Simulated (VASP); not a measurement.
# H6Os (Fm-3m) in VASP: further runs

H6Os is run at these levels: PBE; tasks: single point, relaxation of cell and atoms.

Everything below comes from runs of VASP 6.6.1. Logs are shortened: lines on timing, memory, paths and dates and some standing lists are left out, and cuts for length are marked.

## 1. The cell of the first run

The structure is cubic, space group Fm-3m (No. 225). The conventional cell has a = 5.691 Å, b = 5.691 Å, c = 5.691 Å, α = 90.00°, β = 90.00°, γ = 90.00°. Within 2.1 Å of H (site symmetry 4mm) lie 4 H at 1.60 Å and 1 Os at 1.71 Å. Within 2.3 Å of Os (site symmetry m-3m) lie 6 H at 1.71 Å.

## 2. Single point, PBE

INCAR

```
PREC = Accurate
ENCUT = 520
EDIFF = 1E-7
ISMEAR = 0
SIGMA = 0.1
LREAL = False
LASPH = True
NELM = 100
ALGO = Normal
ISIF = 2
LWAVE = False
LCHARG = False
GGA = PE
NBANDS = 16
```

KPOINTS

```
regular mesh
0
Gamma
  4 4 4
```

POSCAR

```
H6Os
1.0
    0.0000000000      2.8456003275      2.8456003275
    2.8456003275      0.0000000000      2.8456003275
    2.8456003275      2.8456003275      0.0000000000
H Os
6 1
Direct
    0.6987041670      0.3012958330      0.3012958330
    0.3012958330      0.6987041670      0.6987041670
    0.3012958330      0.6987041670      0.3012958330
    0.6987041670      0.3012958330      0.6987041670
    0.3012958330      0.3012958330      0.6987041670
    0.6987041670      0.6987041670      0.3012958330
    0.0000000000      0.0000000000      0.0000000000
```

Potentials or basis: VASP PAW PBE potentials, release 64 (H, Os).

Launch:

```sh
$ cat potpaw_PBE.64/H/POTCAR potpaw_PBE.64/Os/POTCAR > POTCAR
$ mpirun -np 1 vasp_std > vasp.out
```

OUTCAR:

```text
PREC = Accurate
   ENCUT = 520
   EDIFF = 1E-7
   ISMEAR = 0
   LREAL = False
   LASPH = True
   NELM = 100
   ISIF = 2
   GGA = PE

 ion  position               nearest neighbor table
   1  0.699  0.301  0.301-   7 1.71
   2  0.301  0.699  0.699-   7 1.71
   3  0.301  0.699  0.301-   7 1.71
   4  0.699  0.301  0.699-   7 1.71
   5  0.301  0.301  0.699-   7 1.71
   6  0.699  0.699  0.301-   7 1.71
   7  0.000  0.000  0.000-   1 1.71   2 1.71   3 1.71   4 1.71   5 1.71   6 1.71

  LATTYP: Found a face centered cubic cell.
 ALAT       =     5.6912006550

  Lattice vectors:

 A1 = (   0.0000000000,   2.8456003275,   2.8456003275)
 A2 = (   2.8456003275,   0.0000000000,   2.8456003275)
 A3 = (   2.8456003275,   2.8456003275,   0.0000000000)

Analysis of symmetry for initial positions (statically):
=====================================================================
 Subroutine PRICEL returns:
 Original cell was already a primitive cell.

 Routine SETGRP: Setting up the symmetry group for a
 face centered cubic supercell.

 Subroutine GETGRP returns: Found 48 space group operations
 (whereof 48 operations were pure point group operations)
 out of a pool of 48 trial point group operations.

The static configuration has the point symmetry O_h .

Analysis of symmetry for dynamics (positions and initial velocities):
=====================================================================
 Subroutine PRICEL returns:
 Original cell was already a primitive cell.

 Routine SETGRP: Setting up the symmetry group for a
 face centered cubic supercell.

 Subroutine GETGRP returns: Found 48 space group operations
 (whereof 48 operations were pure point group operations)
 out of a pool of 48 trial point group operations.

The dynamic configuration has the point symmetry O_h .

 Subroutine INISYM returns: Found 48 space group operations
 (whereof 48 operations are pure point group operations),
 and found     1 'primitive' translations

----------------------------------------------------------------------------------------

                                     Primitive cell

  volume of cell :      46.0842

  direct lattice vectors                    reciprocal lattice vectors
     0.000000000  2.845600328  2.845600328    -0.175709848  0.175709848  0.175709848
     2.845600328  0.000000000  2.845600328     0.175709848 -0.175709848  0.175709848
     2.845600328  2.845600328  0.000000000     0.175709848  0.175709848 -0.175709848

  length of vectors
     4.024286576  4.024286576  4.024286576     0.304338384  0.304338384  0.304338384

  position of ions in fractional coordinates (direct lattice)
     0.698704167  0.301295833  0.301295833
     0.301295833  0.698704167  0.698704167
     0.301295833  0.698704167  0.301295833
     0.698704167  0.301295833  0.698704167
     0.301295833  0.301295833  0.698704167
     0.698704167  0.698704167  0.301295833
     0.000000000  0.000000000  0.000000000

  ion indices of the primitive-cell ions
   primitive index   ion index
                 1           1
                 2           2
                 3           3
                 4           4
                 5           5
                 6           6
                 7           7

----------------------------------------------------------------------------------------

 KPOINTS: regular mesh

Automatic generation of k-mesh.
 Grid dimensions read from file:
 generate k-points for:    4    4    4

 Generating k-lattice:

  Cartesian coordinates                     Fractional coordinates (reciprocal lattice)
    -0.043927462  0.043927462  0.043927462     0.250000000  0.000000000  0.000000000
     0.043927462 -0.043927462  0.043927462     0.000000000  0.250000000  0.000000000
     0.043927462  0.043927462 -0.043927462     0.000000000  0.000000000  0.250000000

  Length of vectors
     0.076084596  0.076084596  0.076084596

  Shift w.r.t. Gamma in fractional coordinates (k-lattice)
     0.000000000  0.000000000  0.000000000

 Subroutine IBZKPT returns following result:
 ===========================================

 Found      8 irreducible k-points:

 Following reciprocal coordinates:
            Coordinates               Weight
  0.000000  0.000000  0.000000      1.000000
  0.250000  0.000000  0.000000      8.000000
  0.500000  0.000000  0.000000      4.000000
  0.250000  0.250000  0.000000      6.000000
  0.500000  0.250000  0.000000     24.000000
 -0.250000  0.250000  0.000000     12.000000
  0.500000  0.500000  0.000000      3.000000
 -0.250000  0.500000  0.250000      6.000000
   k-points           NKPTS =      8   k-points in BZ     NKDIM =      8   number of bands    NBANDS=     16
   number of dos      NEDOS =    301   number of ions     NIONS =      7
   total plane-waves  NPLWV =  27000
   dimension x,y,z NGX =    30 NGY =   30 NGZ =   30
   dimension x,y,z NGXF=    60 NGYF=   60 NGZF=   60
   ions per type =               6   1
   NGX,Y,Z   is equivalent  to a cutoff of  12.39, 12.39, 12.39 a.u.
   NGXF,Y,Z  is equivalent  to a cutoff of  24.79, 24.79, 24.79 a.u.
 SYSTEM =  unknown system
   PREC   = accura    normal or accurate (medium, high low for compatibility)
   ISTART =      0    job   : 0-new  1-cont  2-samecut
   ICHARG =      2    charge: 1-file 2-atom 10-const
   ISPIN  =      1    spin polarized calculation?
   LNONCOLLINEAR =      F non collinear calculations
   LSORBIT =      F    spin-orbit coupling
   LASPH  =      T    aspherical Exc in radial PAW
   ENCUT  =  520.0 eV  38.22 Ry    6.18 a.u.   7.48  7.48  7.48*2*pi/ulx,y,z
   NELM   =    100;   NELMIN=  2; NELMDL= -5     # of ELM steps
   EDIFF  = 0.1E-06   stopping-criterion for ELM
   LREAL  =      F    real-space projection
   EDIFFG = 0.1E-05   stopping-criterion for IOM
   NSW    =      0    number of steps for IOM
   IBRION =     -1    ionic relax: 0-MD 1-quasi-New 2-CG
   NFREE  =      0    steps in history (QN), initial steepest desc. (CG)
   ISIF   =      2    stress and relaxation
   ISYM   =      2    0-nonsym 1-usesym 2-fastsym
   POTIM  = 0.5000    time-step for ionic-motion
   TEBEG  =    0.0;   TEEND  =   0.0 temperature during run
   PSTRESS=    0.0 pullay stress
   NELECT =      14.0000    total number of electrons
   NUPDOWN=      -1.0000    fix difference up-down
   EMIN   =  10.00;   EMAX   =-10.00  energy-range for DOS
   EFERMI =   0.00;   METHOD = LEGACY
   ISMEAR =     0;   SIGMA  =   0.10  broadening in eV -4-tet -1-fermi 0-gaus
   EFERMI_NEDOS =   21; number of points for ismear=-14 and -15
   IALGO  =     38    algorithm
   IMIX   =      4    mixing-type and parameters
     AMIX     =   0.40;   BMIX     =  1.00
     AMIX_MAG =   1.60;   BMIX_MAG =  1.00
  volume/ion in A,a.u.               =       6.58        44.43
  Fermi-wavevector in a.u.,A,eV,Ry     =   1.100526  2.079692 16.478795  1.211157
  Thomas-Fermi vector in A             =   2.236938
   LORBIT       =      0    0 simple, 1 ext, 2 COOP (PROOUT), +10 PAW based schemes
   GGA     = PE    functional components
   LHFCALC =     F    Hartree Fock is set to
   AEXX    =    0.0000 exact exchange contribution
   IVDW    =     0    specifies the selected vdW correction
   LEPSILON=     F    determine dielectric tensor
   LRPA    =     F    only Hartree local field effects (RPA)
 non-spin polarized calculation
 Gauss-broadening in eV      SIGMA  =   0.10
  energy-cutoff  :      520.00
  volume of cell :       46.08
 maximum number of plane-waves:      1245
 NGX is ok and might be reduce to    30
   NGX = 15   NGY = 15   NGZ = 15

 number of electron      13.9999999 magnetization

 Free energy of the ion-electron system (eV)
  ---------------------------------------------------
  ext. energy  EPLUGINS =         0.00000000
  ---------------------------------------------------
  free energy    TOTEN  =       -24.09719558 eV

  energy without entropy =      -24.08473212  energy(sigma->0) =      -24.09096385

 E-fermi :   1.0772     XC(G=0): -10.2448

 val. band max:        1.0177734943   @ k =  -0.2500   0.5000   0.2500
 cond. band min:       1.1566944435   @ k =   0.2500   0.2500   0.0000
 fundamental gap:      0.1389209492
 Fermi energy:         1.0771563447

 k-point     1 :       0.0000    0.0000    0.0000
  band No.  band energies     occupation
      1      -9.3107      2.00000
      2      -2.3603      2.00000
      3      -2.3603      2.00000
      4       0.2024      2.00000
      5       0.2024      2.00000
      6       0.2024      2.00000
[... 8 lines left out ...]
     15      14.1192      0.00000
     16      14.1192      0.00000

 k-point     2 :       0.2500    0.0000    0.0000
  band No.  band energies     occupation
      1      -8.4869      2.00000
      2      -3.0774      2.00000
      3      -3.0774      2.00000
      4      -2.2735      2.00000
      5       0.4316      2.00000
      6       0.4316      2.00000
[... 8 lines left out ...]
     15      13.9308      0.00000
     16      13.9308      0.00000

 k-point     3 :       0.5000    0.0000    0.0000
  band No.  band energies     occupation
      1      -6.8054      2.00000
      2      -5.0156      2.00000
      3      -3.5742      2.00000
      4      -3.5742      2.00000
      5       0.8989      1.98830
      6       0.9248      1.96881
[... 8 lines left out ...]
     15      13.5014      0.00000
     16      14.9312      0.00000

 k-point     4 :       0.2500    0.2500    0.0000
  band No.  band energies     occupation
      1      -8.3724      2.00000
      2      -3.9014      2.00000
      3      -2.1589      2.00000
      4      -0.4714      2.00000
      5      -0.4714      2.00000
      6      -0.1661      2.00000
[... 8 lines left out ...]
     15      13.1597      0.00000
     16      14.4409      0.00000

 k-point     5 :       0.5000    0.2500    0.0000
  band No.  band energies     occupation
      1      -7.3812      2.00000
      2      -3.9833      2.00000
      3      -3.0360      2.00000
      4      -2.6523      2.00000
      5       0.1697      2.00000
      6       0.7456      2.00000
[... 8 lines left out ...]
     15      15.3929      0.00000
     16      15.8685      0.00000

 k-point     6 :      -0.2500    0.2500    0.0000
  band No.  band energies     occupation
      1      -7.4755      2.00000
      2      -4.3287      2.00000
      3      -3.5441      2.00000
      4      -1.5689      2.00000
      5      -0.6840      2.00000
      6       0.8003      1.99991
[... 8 lines left out ...]
     15      14.5107      0.00000
     16      16.4387      0.00000

 k-point     7 :       0.5000    0.5000    0.0000
  band No.  band energies     occupation
      1      -7.7407      2.00000
      2      -2.3764      2.00000
      3      -1.9460      2.00000
      4      -1.6679      2.00000
      5      -0.5736      2.00000
      6      -0.5736      2.00000
[... 8 lines left out ...]
     15      15.4350      0.00000
     16      17.6339      0.00000

 k-point     8 :      -0.2500    0.5000    0.2500
  band No.  band energies     occupation
      1      -7.3002      2.00000
      2      -3.9058      2.00000
      3      -1.9455      2.00000
      4      -1.9455      2.00000
      5      -1.7728      2.00000
      6       0.6317      2.00000
[... 8 lines left out ...]
     15      16.2562      0.00000
     16      16.2562      0.00000

------------------------ aborting loop because EDIFF is reached ----------------------------------------

  FORCE on cell =-STRESS in cart. coord.  units (eV):
  Direction    XX          YY          ZZ          XY          YZ          ZX
  --------------------------------------------------------------------------------------
  -------------------------------------------------------------------------------------
  Total        0.0924385      0.0924385      0.0924385      0.0000000     -0.0000000      0.0000000
  in kB        3.2137460      3.2137460      3.2137460      0.0000000     -0.0000000      0.0000000
  external PRESSURE =       3.2137460 kB  Pullay stress =       0.0000000 kB

 VOLUME and BASIS-vectors are now :
 -----------------------------------------------------------------------------
  energy-cutoff  :      520.00
  volume of cell :       46.08
      direct lattice vectors                 reciprocal lattice vectors
     0.000000000  2.845600328  2.845600328    -0.175709848  0.175709848  0.175709848
     2.845600328  0.000000000  2.845600328     0.175709848 -0.175709848  0.175709848
     2.845600328  2.845600328  0.000000000     0.175709848  0.175709848 -0.175709848

 POSITION                                       TOTAL-FORCE (eV/Angst)
 -----------------------------------------------------------------------------------
      1.71474      2.84560      2.84560         0.074869      0.000000     -0.000000
      3.97647      2.84560      2.84560        -0.074869      0.000000     -0.000000
      2.84560      1.71474      2.84560        -0.000000      0.074869     -0.000000
      2.84560      3.97647      2.84560        -0.000000     -0.074869     -0.000000
      2.84560      2.84560      1.71474        -0.000000      0.000000      0.074869
      2.84560      2.84560      3.97647        -0.000000      0.000000     -0.074869
      0.00000      0.00000      0.00000        -0.000000      0.000000     -0.000000
 -----------------------------------------------------------------------------------
    total drift:                               -0.000000      0.000000      0.000000

  FREE ENERGIE OF THE ION-ELECTRON SYSTEM (eV)
  ---------------------------------------------------
  free  energy   TOTEN  =       -24.0971955819 eV

  energy  without entropy=      -24.0847321195  energy(sigma->0) =      -24.09096385
```

Wall time 8.1 s (1 thread of Intel Xeon 6975P-C, shared host); peak memory 0.16 GiB.

Results:

```
Free energy            : -24.0972 eV
Pressure               : 0.3 GPa
Largest force          : 0.075 eV/Å
Band gap on the k mesh : zero (band 7 reaches 1.16 eV, above the bottom of band 8 at 0.79 eV)
```

Forces in eV/Å, atoms in the order of the input:
```
H    0.075  0.000  0.000
H   -0.075  0.000  0.000
H    0.000  0.075  0.000
H    0.000 -0.075  0.000
H    0.000  0.000  0.075
H    0.000  0.000 -0.075
Os   0.000  0.000  0.000
```

Caveat: the k points lie up to 0.48 Å⁻¹ apart; spin-orbit coupling is left out, which moves the levels of the heavy elements.

(Part 1 of 2 ends here.)
